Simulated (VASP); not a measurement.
# ScIr2 (Fd-3m) in VASP: further runs

The runs below take ScIr2 through single point, with LDA.

Everything below comes from runs of VASP 6.6.1. Logs are shortened: lines on timing, memory, paths and dates and some standing lists are left out, and cuts for length are marked.

### Step 1. The cell of the first run

The structure is cubic, space group Fd-3m (No. 227). The conventional cell has a = 7.348 Å, b = 7.348 Å, c = 7.348 Å, α = 90.00°, β = 90.00°, γ = 90.00°. Sc (site symmetry -43m) has 12 Ir at 3.05 Å and 4 Sc at 3.18 Å within 4.0 Å. Ir (site symmetry -3m) has 6 Ir at 2.60 Å and 6 Sc at 3.05 Å within 3.4 Å.

### Step 2. Single point, LDA

The input, INCAR:

```
ALGO = Normal ; EDIFF = 1E-7
ENCUT = 520 ; ISIF = 2
ISMEAR = 0 ; LASPH = True
LCHARG = False ; LREAL = False
LWAVE = False ; NBANDS = 38
NELM = 100 ; PREC = Accurate
SIGMA = 0.1
```

The input, KPOINTS:

```
k-points
0
Gamma
  6 6 6
```

The input, POSCAR:

```
ScIr2
1.0
    0.0000000000      3.6740000000      3.6740000000
    3.6740000000      0.0000000000      3.6740000000
    3.6740000000      3.6740000000      0.0000000000
Sc Ir
2 4
Direct
    0.0000000000      0.0000000000      0.0000000000
    0.2500000000      0.2500000000      0.2500000000
    0.6250000000      0.6250000000      0.6250000000
    0.1250000000      0.6250000000      0.6250000000
    0.6250000000      0.6250000000      0.1250000000
    0.6250000000      0.1250000000      0.6250000000
```

Potentials or basis: VASP PAW LDA potentials, release 64 (Sc_sv, Ir).

Run with:

```
$ cat potpaw_LDA.64/Sc_sv/POTCAR potpaw_LDA.64/Ir/POTCAR > POTCAR
$ mpirun -np 1 vasp_std > vasp.out
```

OUTCAR:

```text
EDIFF = 1E-7
   ENCUT = 520
   ISIF = 2
   ISMEAR = 0
   LASPH = True
   LREAL = False
   NELM = 100
   PREC = Accurate

 ion  position               nearest neighbor table
   1  0.000  0.000  0.000-   3 3.05   5 3.05   6 3.05   3 3.05   4 3.05   5 3.05   3 3.05   4 3.05
                             6 3.05   4 3.05   5 3.05   6 3.05   2 3.18   2 3.18   2 3.18   2 3.18
   2  0.250  0.250  0.250-   4 3.05   5 3.05   6 3.05   3 3.05   4 3.05   6 3.05   3 3.05   4 3.05
                             5 3.05   3 3.05   5 3.05   6 3.05   1 3.18   1 3.18   1 3.18   1 3.18
   3  0.625  0.625  0.625-   4 2.60   5 2.60   6 2.60   5 2.60   6 2.60   4 2.60   1 3.05   2 3.05
                             1 3.05   2 3.05   1 3.05   2 3.05
   4  0.125  0.625  0.625-   3 2.60   5 2.60   6 2.60   3 2.60   5 2.60   6 2.60   2 3.05   1 3.05
                             1 3.05   2 3.05   2 3.05   1 3.05
   5  0.625  0.625  0.125-   3 2.60   3 2.60   4 2.60   6 2.60   6 2.60   4 2.60   1 3.05   2 3.05
                             1 3.05   2 3.05   1 3.05   2 3.05
   6  0.625  0.125  0.625-   3 2.60   5 2.60   3 2.60   4 2.60   5 2.60   4 2.60   2 3.05   1 3.05
                             2 3.05   2 3.05   1 3.05   1 3.05

  LATTYP: Found a face centered cubic cell.
 ALAT       =     7.3480000000

  Lattice vectors:

 A1 = (   0.0000000000,   3.6740000000,   3.6740000000)
 A2 = (   3.6740000000,   0.0000000000,   3.6740000000)
 A3 = (   3.6740000000,   3.6740000000,   0.0000000000)

Analysis of symmetry for initial positions (statically):
=====================================================================
 Subroutine PRICEL returns:
 Original cell was already a primitive cell.

 Routine SETGRP: Setting up the symmetry group for a
 face centered cubic supercell.

 Subroutine GETGRP returns: Found 48 space group operations
 (whereof 24 operations were pure point group operations)
 out of a pool of 48 trial point group operations.

The static configuration has the point symmetry T_d .
 The point group associated with its full space group is O_h .

Analysis of symmetry for dynamics (positions and initial velocities):
=====================================================================
 Subroutine PRICEL returns:
 Original cell was already a primitive cell.

 Routine SETGRP: Setting up the symmetry group for a
 face centered cubic supercell.

 Subroutine GETGRP returns: Found 48 space group operations
 (whereof 24 operations were pure point group operations)
 out of a pool of 48 trial point group operations.

[... 103 lines left out ...]
   NSW    =      0    number of steps for IOM
   IBRION =     -1    ionic relax: 0-MD 1-quasi-New 2-CG
   NFREE  =      0    steps in history (QN), initial steepest desc. (CG)
   ISIF   =      2    stress and relaxation
   ISYM   =      2    0-nonsym 1-usesym 2-fastsym
   POTIM  = 0.5000    time-step for ionic-motion
   TEBEG  =    0.0;   TEEND  =   0.0 temperature during run
   PSTRESS=    0.0 pullay stress
   NELECT =      58.0000    total number of electrons
   NUPDOWN=      -1.0000    fix difference up-down
   EMIN   =  10.00;   EMAX   =-10.00  energy-range for DOS
   EFERMI =   0.00;   METHOD = LEGACY
   ISMEAR =     0;   SIGMA  =   0.10  broadening in eV -4-tet -1-fermi 0-gaus
   EFERMI_NEDOS =   21; number of points for ismear=-14 and -15
   IALGO  =     38    algorithm
   IMIX   =      4    mixing-type and parameters
     AMIX     =   0.40;   BMIX     =  1.00
     AMIX_MAG =   1.60;   BMIX_MAG =  1.00
  volume/ion in A,a.u.               =      16.53       111.56
  Fermi-wavevector in a.u.,A,eV,Ry     =   1.368994  2.587024 25.499301  1.874146
  Thomas-Fermi vector in A             =   2.494909
   LORBIT       =      0    0 simple, 1 ext, 2 COOP (PROOUT), +10 PAW based schemes
   GGA     = CA    functional components
   LHFCALC =     F    Hartree Fock is set to
   AEXX    =    0.0000 exact exchange contribution
   IVDW    =     0    specifies the selected vdW correction
   LEPSILON=     F    determine dielectric tensor
   LRPA    =     F    only Hartree local field effects (RPA)
 non-spin polarized calculation
 Gauss-broadening in eV      SIGMA  =   0.10
  energy-cutoff  :      520.00
  volume of cell :       99.19
 maximum number of plane-waves:      2698
 NGX is ok and might be reduce to    40
   NGX = 19   NGY = 19   NGZ = 19

 number of electron      58.0000004 magnetization

 Free energy of the ion-electron system (eV)
  ---------------------------------------------------
  ext. energy  EPLUGINS =         0.00000000
  ---------------------------------------------------
  free energy    TOTEN  =       -59.15482436 eV

  energy without entropy =      -59.12783994  energy(sigma->0) =      -59.14133215

 E-fermi :   7.5051     XC(G=0): -12.7116

 val. band max:        7.4781899898   @ k =   0.1667   0.1667   0.0000
 cond. band min:       7.5053294218   @ k =  -0.1667   0.1667   0.0000
 fundamental gap:      0.0271394320
 Fermi energy:         7.5051095105

 k-point     1 :       0.0000    0.0000    0.0000
  band No.  band energies     occupation
      1     -41.5763      2.00000
      2     -41.5184      2.00000
      3     -20.5984      2.00000
      4     -20.5984      2.00000
      5     -20.5984      2.00000
      6     -20.4497      2.00000
[... 645 lines left out ...]
     37      10.3882      0.00000
     38      10.4889      0.00000

------------------------ aborting loop because EDIFF is reached ----------------------------------------

  FORCE on cell =-STRESS in cart. coord.  units (eV):
  Direction    XX          YY          ZZ          XY          YZ          ZX
  --------------------------------------------------------------------------------------
  -------------------------------------------------------------------------------------
  Total       -3.5387486     -3.5387486     -3.5387486     -0.0000000      0.0000000     -0.0000000
  in kB      -57.1627134    -57.1627134    -57.1627134     -0.0000000      0.0000000     -0.0000000
  external PRESSURE =     -57.1627134 kB  Pullay stress =       0.0000000 kB

 VOLUME and BASIS-vectors are now :
 -----------------------------------------------------------------------------
  energy-cutoff  :      520.00
  volume of cell :       99.19
      direct lattice vectors                 reciprocal lattice vectors
     0.000000000  3.674000000  3.674000000    -0.136091453  0.136091453  0.136091453
     3.674000000  0.000000000  3.674000000     0.136091453 -0.136091453  0.136091453
     3.674000000  3.674000000  0.000000000     0.136091453  0.136091453 -0.136091453

 POSITION                                       TOTAL-FORCE (eV/Angst)
 -----------------------------------------------------------------------------------
      0.00000      0.00000      0.00000        -0.000000      0.000000     -0.000000
      1.83700      1.83700      1.83700         0.000000     -0.000000      0.000000
      4.59250      4.59250      4.59250         0.000000     -0.000000     -0.000000
      4.59250      2.75550      2.75550         0.000000     -0.000000     -0.000000
      2.75550      2.75550      4.59250         0.000000     -0.000000     -0.000000
      2.75550      4.59250      2.75550         0.000000     -0.000000     -0.000000
 -----------------------------------------------------------------------------------
    total drift:                                0.000000      0.000000      0.000000

  FREE ENERGIE OF THE ION-ELECTRON SYSTEM (eV)
  ---------------------------------------------------
  free  energy   TOTEN  =       -59.1548243638 eV

  energy  without entropy=      -59.1278399415  energy(sigma->0) =      -59.14133215
```

Wall time 1.9 min (1 thread of AMD EPYC 7R13, shared host); peak memory 0.19 GiB.

Results:

* Free energy: -59.1548 eV
* Pressure: -5.7 GPa
* Band gap on the k mesh: zero (bands 29 and 30 overlap by 0.62 eV)

Caveat: the cell stands under tension; spin-orbit coupling is left out, which moves the levels of the heavy elements.

### Step 3. Single point, LDA

This run uses another cell than the first one, of 16.97 Å³/atom.

The input, INCAR:

```
PREC = Accurate
ENCUT = 520
EDIFF = 1E-6
ISMEAR = 0
SIGMA = 0.1
LREAL = False
LASPH = True
NELM = 60
ALGO = Normal
ISIF = 2
LWAVE = False
LCHARG = False
NBANDS = 38
```

The input, KPOINTS:

```
Automatic mesh
0
Gamma
  6 6 6
```

Edit POSCAR of step 2 so:

```diff
@@ -2,5 +2,5 @@
 1.0
-    0.0000000000      3.6740000000      3.6740000000
-    3.6740000000      0.0000000000      3.6740000000
-    3.6740000000      3.6740000000      0.0000000000
+    0.0000000000      3.7063717120      3.7063717120
+    3.7063717120      0.0000000000      3.7063717120
+    3.7063717120      3.7063717120      0.0000000000
 Sc Ir
```

Potentials or basis: VASP PAW LDA potentials, release 64 (Sc_sv, Ir).

Run with:

```
$ cat potpaw_LDA.64/Sc_sv/POTCAR potpaw_LDA.64/Ir/POTCAR > POTCAR
$ mpirun -np 1 vasp_std > vasp.out
```

Run time: 99 s. Hardware: 1 thread of AMD EPYC 7R13, shared host; peak memory 0.19 GiB.

It converged, with:

```yaml
Free_energy: -59.0149 eV
Pressure: -11.2 GPa
Band_gap_on_the_k_mesh: zero (bands 29 and 30 overlap by 0.60 eV)
```

Levels at points of the mesh, in eV from the Fermi level:
```csv
k point,band 26,band 27,band 28,band 29,band 30,band 31,band 32,band 33
"(0.00, 0.00, 0.00)",-0.58,-0.50,-0.50,-0.24,-0.24,-0.24,1.29,1.93
"(0.50, 0.00, 0.00)",-0.80,-0.70,-0.27,-0.27,0.84,0.84,1.00,1.00
"(0.50, 0.50, 0.00)",-2.53,-0.66,-0.66,-0.52,-0.52,0.44,0.44,1.78
```

Caveat: the cell stands under tension; spin-orbit coupling is left out, which moves the levels of the heavy elements.
